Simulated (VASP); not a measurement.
# PrHRh3 (Cmmm) in VASP: relaxation of cell and atoms with PBE

Aim: the relaxation of cell and atoms of PrHRh3 with PBE.

Everything below comes from runs of VASP 6.6.1. Logs are shortened: lines on timing, memory, paths and dates and some standing lists are left out, and cuts for length are marked.

**1. The cell of the first run**

The structure is orthorhombic, space group Cmmm (No. 65). Conventional cell: a = 3.882 Å, b = 8.098 Å, c = 5.889 Å, α = 90.00°, β = 90.00°, γ = 90.00°. Within 2.6 Å of Pr (site symmetry mmm) lie 2 H at 1.94 Å and 4 Rh at 2.56 Å. Within 2.2 Å of H (site symmetry mmm) lie 2 Rh at 1.66 Å and 2 Pr at 1.94 Å. Within 3.1 Å of Rh (site symmetry mmm) lie 4 Rh at 2.33 Å and 2 Pr at 2.94 Å. Within 2.2 Å of Rh (site symmetry mm2) lie 1 H at 1.66 Å.

The cell was generated, and may not be a known phase.

**2. Relaxation of cell and atoms, PBE**

File INCAR:

```
ALGO = Normal
EDIFF = 1E-7
EDIFFG = -0.08
ENCUT = 500
GGA = PE
GGA_COMPAT = False
IBRION = 2
ISIF = 3
ISMEAR = 0
LASPH = True
LCHARG = False
LMAXMIX = 6
LREAL = False
LWAVE = False
NELM = 200
NELMIN = 4
NSW = 36
PREC = Accurate
SIGMA = 0.2
```

File KPOINTS:

```
k-points
0
Gamma
  5 5 3
```

File POSCAR:

```
PrHRh3
1.0
    1.9412303800     -4.0487583600      0.0000000000
    1.9412303800      4.0487583600      0.0000000000
    0.0000000000      0.0000000000      5.8893467900
Pr H Rh
1 1 3
Direct
    0.5000000000      0.5000000000      0.5000000000
    0.0000000000      0.0000000000      0.5000000000
    0.5000000000      0.5000000000      0.0000000000
    0.0000000000      0.0000000000      0.7825412300
    0.0000000000      0.0000000000      0.2174587700
```

Potentials or basis: VASP PAW PBE potentials, release 64 (Pr_3, H, Rh_pv), 4f in core.

Launch:

```console
cat potpaw_PBE.64/Pr_3/POTCAR potpaw_PBE.64/H/POTCAR potpaw_PBE.64/Rh_pv/POTCAR > POTCAR
mpirun -np 1 vasp_std > vasp.out
```

OUTCAR:

```text
EDIFF = 1E-7
   EDIFFG = -0.08
   ENCUT = 500
   GGA = PE
   IBRION = 2
   ISIF = 3
   ISMEAR = 0
   LASPH = True
   LREAL = False
   NELM = 200
   NELMIN = 4
   NSW = 36
   PREC = Accurate

 ion  position               nearest neighbor table
   1  0.500  0.500  0.500-   2 1.94   2 1.94   5 2.56   4 2.56   4 2.56   5 2.56   3 2.94   3 2.94

   2  0.000  0.000  0.500-   4 1.66   5 1.66   1 1.94   1 1.94
   3  0.500  0.500  0.000-   4 2.33   5 2.33   4 2.33   5 2.33   1 2.94   1 2.94
   4  0.000  0.000  0.783-   2 1.66   3 2.33   3 2.33   1 2.56   1 2.56   5 2.56   5 3.33
   5  0.000  0.000  0.217-   2 1.66   3 2.33   3 2.33   1 2.56   1 2.56   4 2.56   4 3.33

  LATTYP: Found a base centered orthorhombic cell.
 ALAT       =     3.8824607600
 B/A-ratio  =     2.0856660815
 C/A-ratio  =     1.5169108341

  Lattice vectors:

 A1 = (   1.9412303800,  -4.0487583600,   0.0000000000)
 A2 = (   1.9412303800,   4.0487583600,   0.0000000000)
 A3 = (   0.0000000000,   0.0000000000,   5.8893467900)

Analysis of symmetry for initial positions (statically):
=====================================================================
 Subroutine PRICEL returns:
 Original cell was already a primitive cell.

 Routine SETGRP: Setting up the symmetry group for a
 base centered orthorhombic supercell.

 Subroutine GETGRP returns: Found  8 space group operations
 (whereof  8 operations were pure point group operations)
 out of a pool of  8 trial point group operations.

The static configuration has the point symmetry D_2h.

Analysis of symmetry for dynamics (positions and initial velocities):
=====================================================================
 Subroutine PRICEL returns:
 Original cell was already a primitive cell.

 Routine SETGRP: Setting up the symmetry group for a
 base centered orthorhombic supercell.

 Subroutine GETGRP returns: Found  8 space group operations
 (whereof  8 operations were pure point group operations)
 out of a pool of  8 trial point group operations.

The dynamic configuration has the point symmetry D_2h.

 Subroutine INISYM returns: Found  8 space group operations
 (whereof  8 operations are pure point group operations),
 and found     1 'primitive' translations

----------------------------------------------------------------------------------------

                                     Primitive cell

  volume of cell :      92.5755

  direct lattice vectors                    reciprocal lattice vectors
     1.941230380 -4.048758360  0.000000000     0.257568605 -0.123494651  0.000000000
     1.941230380  4.048758360  0.000000000     0.257568605  0.123494651  0.000000000
     0.000000000  0.000000000  5.889346790     0.000000000  0.000000000  0.169798118

  length of vectors
     4.490080138  4.490080138  5.889346790     0.285644035  0.285644035  0.169798118

  position of ions in fractional coordinates (direct lattice)
     0.500000000  0.500000000  0.500000000
     0.000000000  0.000000000  0.500000000
     0.500000000  0.500000000  0.000000000
     0.000000000  0.000000000  0.782541230
     0.000000000  0.000000000  0.217458770

  ion indices of the primitive-cell ions
   primitive index   ion index
                 1           1
                 2           2
                 3           3
                 4           4
                 5           5

----------------------------------------------------------------------------------------

 KPOINTS: k-points

Automatic generation of k-mesh.
 Grid dimensions read from file:
 generate k-points for:    5    5    3

 Generating k-lattice:

  Cartesian coordinates                     Fractional coordinates (reciprocal lattice)
     0.051513721 -0.024698930  0.000000000     0.200000000  0.000000000  0.000000000
     0.051513721  0.024698930  0.000000000     0.000000000  0.200000000  0.000000000
     0.000000000  0.000000000  0.056599373     0.000000000  0.000000000  0.333333333

  Length of vectors
     0.057128807  0.057128807  0.056599373

  Shift w.r.t. Gamma in fractional coordinates (k-lattice)
     0.000000000  0.000000000  0.000000000

 Subroutine IBZKPT returns following result:
 ===========================================

 Found     18 irreducible k-points:

 Following reciprocal coordinates:
            Coordinates               Weight
  0.000000  0.000000  0.000000      1.000000
  0.200000  0.000000  0.000000      4.000000
  0.400000 -0.000000  0.000000      4.000000
  0.200000  0.200000  0.000000      2.000000
  0.400000  0.200000  0.000000      4.000000
 -0.400000  0.200000  0.000000      4.000000
[... 10 lines left out ...]
  0.400000  0.400000  0.333333      4.000000
 -0.400000  0.400000  0.333333      4.000000
   k-points           NKPTS =     18   k-points in BZ     NKDIM =     18   number of bands    NBANDS=     34
   number of dos      NEDOS =    301   number of ions     NIONS =      5
   total plane-waves  NPLWV =  62208
   dimension x,y,z NGX =    36 NGY =   36 NGZ =   48
   dimension x,y,z NGXF=    72 NGYF=   72 NGZF=   96
   ions per type =               1   1   3
   NGX,Y,Z   is equivalent  to a cutoff of  13.33, 13.33, 13.55 a.u.
   NGXF,Y,Z  is equivalent  to a cutoff of  26.66, 26.66, 27.10 a.u.
 SYSTEM =  unknown system
   PREC   = accura    normal or accurate (medium, high low for compatibility)
   ISTART =      0    job   : 0-new  1-cont  2-samecut
   ICHARG =      2    charge: 1-file 2-atom 10-const
   ISPIN  =      1    spin polarized calculation?
   LNONCOLLINEAR =      F non collinear calculations
   LSORBIT =      F    spin-orbit coupling
   LASPH  =      T    aspherical Exc in radial PAW
   ENCUT  =  500.0 eV  36.75 Ry    6.06 a.u.   8.19  8.19 10.74*2*pi/ulx,y,z
   NELM   =    200;   NELMIN=  4; NELMDL= -5     # of ELM steps
   EDIFF  = 0.1E-06   stopping-criterion for ELM
   LREAL  =      F    real-space projection
   EDIFFG = -.8E-01   stopping-criterion for IOM
   NSW    =     36    number of steps for IOM
   IBRION =      2    ionic relax: 0-MD 1-quasi-New 2-CG
   NFREE  =      1    steps in history (QN), initial steepest desc. (CG)
   ISIF   =      3    stress and relaxation
   ISYM   =      2    0-nonsym 1-usesym 2-fastsym
   POTIM  = 0.5000    time-step for ionic-motion
   TEBEG  =    0.0;   TEEND  =   0.0 temperature during run
   PSTRESS=    0.0 pullay stress
   NELECT =      57.0000    total number of electrons
   NUPDOWN=      -1.0000    fix difference up-down
   EMIN   =  10.00;   EMAX   =-10.00  energy-range for DOS
   EFERMI =   0.00;   METHOD = LEGACY
   ISMEAR =     0;   SIGMA  =   0.20  broadening in eV -4-tet -1-fermi 0-gaus
   EFERMI_NEDOS =   21; number of points for ismear=-14 and -15
   IALGO  =     38    algorithm
   IMIX   =      4    mixing-type and parameters
     AMIX     =   0.40;   BMIX     =  1.00
     AMIX_MAG =   1.60;   BMIX_MAG =  1.00
  volume/ion in A,a.u.               =      18.52       124.95
  Fermi-wavevector in a.u.,A,eV,Ry     =   1.392733  2.631883 26.391279  1.939704
  Thomas-Fermi vector in A             =   2.516447
   LORBIT       =      0    0 simple, 1 ext, 2 COOP (PROOUT), +10 PAW based schemes
   GGA     = PE    functional components
   LHFCALC =     F    Hartree Fock is set to
   AEXX    =    0.0000 exact exchange contribution
   IVDW    =     0    specifies the selected vdW correction
   LEPSILON=     F    determine dielectric tensor
   LRPA    =     F    only Hartree local field effects (RPA)
 conjugate gradient relaxation of ions
 non-spin polarized calculation
 Gauss-broadening in eV      SIGMA  =   0.20
  energy-cutoff  :      500.00
  volume of cell :       92.58
 maximum number of plane-waves:      2363
 NGX is ok and might be reduce to    36
   NGX = 17   NGY = 17   NGZ = 21

--------------------------------------- Ionic step        1  -------------------------------------------

 number of electron      56.9999993 magnetization

 Free energy of the ion-electron system (eV)
  ---------------------------------------------------
  ext. energy  EPLUGINS =         0.00000000
  ---------------------------------------------------
  free energy    TOTEN  =       -23.72108188 eV

  energy without entropy =      -23.57473141  energy(sigma->0) =      -23.64790664

------------------------ aborting loop because EDIFF is reached ----------------------------------------

  FORCE on cell =-STRESS in cart. coord.  units (eV):
  Direction    XX          YY          ZZ          XY          YZ          ZX
  --------------------------------------------------------------------------------------
  -------------------------------------------------------------------------------------
  Total       40.0164761     -3.0872892     22.4391142      0.0000000      0.0000000      0.0000000
  in kB      692.5535545    -53.4308192    388.3472463      0.0000000      0.0000000      0.0000000
  external PRESSURE =     342.4899939 kB  Pullay stress =       0.0000000 kB
[... 26 lines left out ...]
--------------------------------------- Ionic step        2  -------------------------------------------

 number of electron      56.9999995 magnetization

 E-fermi :   1.7777     XC(G=0):  -8.7243

 val. band max:        1.7695471565   @ k =   0.0000   0.0000   0.0000
 cond. band min:       1.7800848325   @ k =  -0.4000   0.4000   0.0000
 fundamental gap:      0.0105376761
 Fermi energy:         1.7776765011

 k-point     1 :       0.0000    0.0000    0.0000
  band No.  band energies     occupation
      1     -43.3641      2.00000
      2     -43.3007      2.00000
      3     -43.2675      2.00000
      4     -43.2590      2.00000
      5     -43.2469      2.00000
      6     -43.2287      2.00000
[... 726 lines left out ...]
  FREE ENERGIE OF THE ION-ELECTRON SYSTEM (eV)
  ---------------------------------------------------
  free  energy   TOTEN  =       -26.8292354510 eV

  energy  without entropy=      -26.6167178722  energy(sigma->0) =      -26.72297666

 E-fermi :   3.7200     XC(G=0):  -9.8639

 val. band max:        3.7171509300   @ k =   0.4000   0.2000   0.3333
 cond. band min:       3.7221514109   @ k =   0.2000   0.2000   0.0000
 fundamental gap:      0.0050004809
 Fermi energy:         3.7199759267

 k-point     1 :       0.0000    0.0000    0.0000
  band No.  band energies     occupation
      1     -42.2477      2.00000
      2     -41.9295      2.00000
      3     -41.9295      2.00000
      4     -41.9184      2.00000
      5     -41.7499      2.00000
      6     -41.7384      2.00000
[... 655 lines left out ...]
     33       6.0910      0.00000
     34       7.1705      0.00000

[... ionic steps 4 to 17 ...]

--------------------------------------- Ionic step       18  -------------------------------------------

 number of electron      56.9999999 magnetization

------------------------ aborting loop because EDIFF is reached ----------------------------------------
[... 73 lines left out ...]
--------------------------------------- Ionic step       20  -------------------------------------------

 number of electron      56.9999997 magnetization

 Free energy of the ion-electron system (eV)
  ---------------------------------------------------
  ext. energy  EPLUGINS =         0.00000000
  ---------------------------------------------------
  free energy    TOTEN  =       -30.82659168 eV

  energy without entropy =      -30.72299067  energy(sigma->0) =      -30.77479117

 E-fermi :   7.7065     XC(G=0): -12.2837

 val. band max:        7.7062672064   @ k =   0.2000   0.0000   0.0000
 cond. band min:       7.7132727979   @ k =  -0.4000   0.4000   0.0000
 fundamental gap:      0.0070055915
 Fermi energy:         7.7064863700

 k-point     1 :       0.0000    0.0000    0.0000
  band No.  band energies     occupation
      1     -38.5510      2.00000
      2     -38.2025      2.00000
      3     -38.1878      2.00000
      4     -38.1722      2.00000
      5     -38.0801      2.00000
      6     -38.0113      2.00000
[... 687 lines left out ...]
  FREE ENERGIE OF THE ION-ELECTRON SYSTEM (eV)
  ---------------------------------------------------
  free  energy   TOTEN  =       -30.8265916758 eV

  energy  without entropy=      -30.7229906718  energy(sigma->0) =      -30.77479117

 reached required accuracy - stopping structural energy minimisation
```

It took 11 min on 1 thread of Intel Xeon 6975P-C (Granite Rapids), shared host; peak memory 0.32 GiB.

Results:

* Free energy: -30.8266 eV
* Relaxed volume: 15.25 Å³/atom
* Relaxed cell: a = 3.526 Å, b = 3.526 Å, c = 6.132 Å, α = 90.00°, β = 90.00°, γ = 90.35°
* Space group after relaxing (to 0.1 Å): P4/mmm (No. 123)
* Energy gained by relaxing: 1421.1 meV/atom
* Ionic steps: 20
* Pressure after relaxing: -0.2 GPa
* Largest force after relaxing: 0.043 eV/Å
* Band gap on the k mesh: zero (an odd number of electrons rules out a gap without spin polarisation)

Forces in eV/Å, atoms in the order of the input:
```
Pr   0.000  0.000  0.000
H    0.000  0.000  0.000
Rh   0.000  0.000  0.000
Rh   0.000  0.000 -0.043
Rh   0.000  0.000  0.043
```

Step by step:
```tsv
step	energy change (eV)	largest force (eV/Å)	pressure (GPa)	volume (Å³)
1	0.0000	0.3331	34.25	92.58
2	0.3032	0.1144	-16.06	151.45
3	-3.1082	0.7323	-6.15	115.53
4	-3.1307	0.7446	-4.89	114.03
5	-3.1348	0.7496	-4.09	113.14
6	-3.7590	0.6275	-4.56	106.78
7	-4.0676	4.3652	8.62	86.66
8	-4.3561	0.3213	-2.89	98.21
9	-4.4522	1.4907	0.17	93.35
10	-4.6491	1.6515	0.07	91.42
11	-5.2244	2.1797	1.63	85.30
12	-4.9900	5.1133	26.06	71.77
13	-5.4713	2.5969	4.07	82.00
14	-6.2529	1.0795	0.08	80.81
15	-6.8213	0.7625	-1.07	78.21
16	-6.9214	0.5967	-1.34	77.93
17	-7.0850	0.1331	-1.33	77.09
18	-7.1037	0.0773	-0.88	76.64
19	-7.1037	0.0612	-0.92	76.68
20	-7.1055	0.0432	-0.15	76.23
```

Final structure:
```cif
data_structure
_symmetry_space_group_name_H-M 'P 1'
_symmetry_Int_Tables_number 1
_cell_length_a 3.5259
_cell_length_b 3.5259
_cell_length_c 6.1323
_cell_angle_alpha 90.000
_cell_angle_beta 90.000
_cell_angle_gamma 90.353
_cell_volume 76.23
loop_
_atom_site_label
_atom_site_type_symbol
_atom_site_fract_x
_atom_site_fract_y
_atom_site_fract_z
_atom_site_occupancy
Pr1 Pr 0.50000 0.50000 0.50000 1
H1 H 0.00000 0.00000 0.50000 1
Rh1 Rh 0.50000 0.50000 0.00000 1
Rh2 Rh 0.00000 0.00000 0.79804 1
Rh3 Rh 0.00000 0.00000 0.20196 1
```

Caveat: the volume moved by over 15 % at a fixed basis, so the end points are rough; spin-orbit coupling is left out, which moves the levels of the heavy elements; the 4f electrons are frozen in the core, so they carry no moment and show no levels; the relaxation stopped at a loose force limit of 0.08 eV/Å, so its end isn't a converged minimum. Spin polarisation is off, so any magnetic state and its effect on volume and gap are missing.
